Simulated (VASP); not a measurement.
# SnSe in VASP: single point with PBEsol

Aim: the single point of SnSe with PBEsol.

All numbers are computed with VASP 6.6.1; they aren't measurements. Logs are shortened: lines on timing, memory, paths and dates and some standing lists are left out, and cuts for length are marked.

## (1) The cell of the first run

The cell holds a slab with vacuum, 4 atoms: a = 4.285 Å, b = 4.285 Å, c = 10.991 Å, α = 90.00°, β = 90.00°, γ = 90.00°.

## (2) Single point, PBEsol

INCAR

```
SYSTEM = SnSe
PREC = Accurate
ENCUT = 520
EDIFF = 1E-6
ISMEAR = 0
SIGMA = 0.01
LREAL = .FALSE.
LASPH = .TRUE.
NELM = 60
ALGO = Normal
ISIF = 2
LWAVE = .FALSE.
LCHARG = .FALSE.
GGA = PS
NBANDS = 28
```

KPOINTS

```
Automatic mesh
0
G
  6 6 2
  0 0 0
```

POSCAR

```
SnSe
1.0
    4.2853274200      0.0000000000      0.0000000000
    0.0000000000      4.2853274200      0.0000000000
    0.0000000000      0.0000000000     10.9906921300
Sn Se
2 2
Direct
    0.5000000000      0.0000000000      0.3722291100
    0.0000000000      0.5000000000      0.6277708900
    0.5000000000      0.0000000000      0.6160394900
    0.0000000000      0.5000000000      0.3839605100
```

Potentials or basis: VASP PAW PBE potentials, release 64 (Sn_d, Se).

Run with:

```console
> cat potpaw_PBE.64/Sn_d/POTCAR potpaw_PBE.64/Se/POTCAR > POTCAR
> mpirun -np 1 vasp_std > vasp.out
```

OUTCAR:

```text
SYSTEM = SnSe
   PREC = Accurate
   ENCUT = 520
   EDIFF = 1E-6
   ISMEAR = 0
   LREAL = .FALSE.
   LASPH = .TRUE.
   NELM = 60
   ISIF = 2
   GGA = PS

 ion  position               nearest neighbor table
   1  0.500  0.000  0.372-   3 2.68   4 3.03   4 3.03   4 3.03   4 3.03
   2  0.000  0.500  0.628-   4 2.68   3 3.03   3 3.03   3 3.03   3 3.03
   3  0.500  0.000  0.616-   1 2.68   2 3.03   2 3.03   2 3.03   2 3.03
   4  0.000  0.500  0.384-   2 2.68   1 3.03   1 3.03   1 3.03   1 3.03

  LATTYP: Found a simple tetragonal cell.
 ALAT       =     4.2853274200
 C/A-ratio  =     2.5647263448

  Lattice vectors:

 A1 = (   4.2853274200,   0.0000000000,   0.0000000000)
 A2 = (   0.0000000000,   4.2853274200,   0.0000000000)
 A3 = (   0.0000000000,   0.0000000000,  10.9906921300)

Analysis of symmetry for initial positions (statically):
=====================================================================
 Subroutine PRICEL returns:
 Original cell was already a primitive cell.

 Routine SETGRP: Setting up the symmetry group for a
 simple tetragonal supercell.

 Subroutine GETGRP returns: Found 16 space group operations
 (whereof  8 operations were pure point group operations)
 out of a pool of 16 trial point group operations.

The static configuration has the point symmetry D_2d.
 The point group associated with its full space group is D_4h.

Analysis of symmetry for dynamics (positions and initial velocities):
=====================================================================
 Subroutine PRICEL returns:
 Original cell was already a primitive cell.

 Routine SETGRP: Setting up the symmetry group for a
 simple tetragonal supercell.

 Subroutine GETGRP returns: Found 16 space group operations
 (whereof  8 operations were pure point group operations)
 out of a pool of 16 trial point group operations.

The dynamic configuration has the point symmetry D_2d.
 The point group associated with its full space group is D_4h.

 Subroutine INISYM returns: Found 16 space group operations
 (whereof  8 operations are pure point group operations),
 and found     1 'primitive' translations

----------------------------------------------------------------------------------------

                                     Primitive cell

  volume of cell :     201.8334

  direct lattice vectors                    reciprocal lattice vectors
     4.285327420  0.000000000  0.000000000     0.233354398  0.000000000  0.000000000
[... 84 lines left out ...]
   NELM   =     60;   NELMIN=  2; NELMDL= -5     # of ELM steps
   EDIFF  = 0.1E-05   stopping-criterion for ELM
   LREAL  =      F    real-space projection
   EDIFFG = 0.1E-04   stopping-criterion for IOM
   NSW    =      0    number of steps for IOM
   IBRION =     -1    ionic relax: 0-MD 1-quasi-New 2-CG
   NFREE  =      0    steps in history (QN), initial steepest desc. (CG)
   ISIF   =      2    stress and relaxation
   ISYM   =      2    0-nonsym 1-usesym 2-fastsym
   POTIM  = 0.5000    time-step for ionic-motion
   TEBEG  =    0.0;   TEEND  =   0.0 temperature during run
   PSTRESS=    0.0 pullay stress
   NELECT =      40.0000    total number of electrons
   NUPDOWN=      -1.0000    fix difference up-down
   EMIN   =  10.00;   EMAX   =-10.00  energy-range for DOS
   EFERMI =   0.00;   METHOD = LEGACY
   ISMEAR =     0;   SIGMA  =   0.01  broadening in eV -4-tet -1-fermi 0-gaus
   EFERMI_NEDOS =   21; number of points for ismear=-14 and -15
   IALGO  =     38    algorithm
   IMIX   =      4    mixing-type and parameters
     AMIX     =   0.40;   BMIX     =  1.00
     AMIX_MAG =   1.60;   BMIX_MAG =  1.00
  volume/ion in A,a.u.               =      50.46       340.51
  Fermi-wavevector in a.u.,A,eV,Ry     =   0.954473  1.803693 12.395171  0.911019
  Thomas-Fermi vector in A             =   2.083223
   LORBIT       =      0    0 simple, 1 ext, 2 COOP (PROOUT), +10 PAW based schemes
   GGA     = PS    functional components
   LHFCALC =     F    Hartree Fock is set to
   AEXX    =    0.0000 exact exchange contribution
   IVDW    =     0    specifies the selected vdW correction
   LEPSILON=     F    determine dielectric tensor
   LRPA    =     F    only Hartree local field effects (RPA)
 non-spin polarized calculation
 Gauss-broadening in eV      SIGMA  =   0.01
  energy-cutoff  :      520.00
  volume of cell :      201.83
 maximum number of plane-waves:      5480
 NGX is ok and might be reduce to    32
   NGX = 15   NGY = 15   NGZ = 41

 number of electron      40.0000020 magnetization

 Free energy of the ion-electron system (eV)
  ---------------------------------------------------
  ext. energy  EPLUGINS =         0.00000000
  ---------------------------------------------------
  free energy    TOTEN  =       -17.57109864 eV

  energy without entropy =      -17.57109864  energy(sigma->0) =      -17.57109864

 E-fermi :   0.5799     XC(G=0):  -6.0853

 val. band max:        0.5078413458   @ k =   0.3333   0.0000   0.5000
 cond. band min:       1.9724114373   @ k =   0.3333   0.0000   0.5000
 fundamental gap:      1.4645700915
 Fermi energy:         0.5799244920

 k-point     1 :       0.0000    0.0000    0.0000
  band No.  band energies     occupation
      1     -20.4485      2.00000
      2     -20.4429      2.00000
      3     -20.4405      2.00000
      4     -20.4355      2.00000
      5     -20.4335      2.00000
      6     -20.4069      2.00000
[... 609 lines left out ...]
     27       7.0127      0.00000
     28       7.0127      0.00000

------------------------ aborting loop because EDIFF is reached ----------------------------------------

  FORCE on cell =-STRESS in cart. coord.  units (eV):
  Direction    XX          YY          ZZ          XY          YZ          ZX
  --------------------------------------------------------------------------------------
  -------------------------------------------------------------------------------------
  Total       -1.2177360     -1.2177360     -0.0566322      0.0000000      0.0000000      0.0000000
  in kB       -9.6665314     -9.6665314     -0.4495529      0.0000000      0.0000000      0.0000000
  external PRESSURE =      -6.5942052 kB  Pullay stress =       0.0000000 kB

 VOLUME and BASIS-vectors are now :
 -----------------------------------------------------------------------------
  energy-cutoff  :      520.00
  volume of cell :      201.83
      direct lattice vectors                 reciprocal lattice vectors
     4.285327420  0.000000000  0.000000000     0.233354398  0.000000000  0.000000000
     0.000000000  4.285327420  0.000000000     0.000000000  0.233354398  0.000000000
     0.000000000  0.000000000 10.990692130     0.000000000  0.000000000  0.090986081

 POSITION                                       TOTAL-FORCE (eV/Angst)
 -----------------------------------------------------------------------------------
      2.14266      0.00000      4.09106         0.000000     -0.000000      0.094169
      0.00000      2.14266      6.89964        -0.000000      0.000000     -0.094169
      2.14266      0.00000      6.77070         0.000000     -0.000000      0.091705
      0.00000      2.14266      4.21999         0.000000     -0.000000     -0.091705
 -----------------------------------------------------------------------------------
    total drift:                                0.000000      0.000000      0.000000

  FREE ENERGIE OF THE ION-ELECTRON SYSTEM (eV)
  ---------------------------------------------------
  free  energy   TOTEN  =       -17.5710986425 eV

  energy  without entropy=      -17.5710986425  energy(sigma->0) =      -17.57109864
```

stdout:

```text
POSCAR found type information on POSCAR SnSe
 POSCAR found :  2 types and       4 ions
 scaLAPACK will be used
 -----------------------------------------------------------------------------
|                                                                             |
|                                                                             |
|     You enforced a specific xc type in the INCAR file but a different       |
|     I HOPE YOU KNOW WHAT YOU ARE DOING!                                     |
|                                                                             |
 -----------------------------------------------------------------------------

 LDA part: xc-table for (Slater+PW92), standard interpolation
 POSCAR, INCAR and KPOINTS ok, starting setup
 FFT: planning ... GRIDC
 FFT: planning ... GRID_SOFT
 FFT: planning ... GRID
 WAVECAR not read
 entering main loop
```

Run time: 3 min. Hardware: 1 thread of Intel Xeon 8259CL, shared host; peak memory 0.32 GiB.

Results:

```yaml
Free_energy: -17.5711 eV
Largest_force: 0.094 eV/Å
Band_gap_on_the_k_mesh: 1.46 eV, direct
```

Forces on the atoms (eV/Å):
```
Sn   0.000  0.000  0.094
Sn   0.000  0.000 -0.094
Se   0.000  0.000  0.092
Se   0.000  0.000 -0.092
```

Caveat: the PAW data sets were made with another functional, which shifts forces and pressure a little; spin-orbit coupling is left out, which moves the levels of the heavy elements.
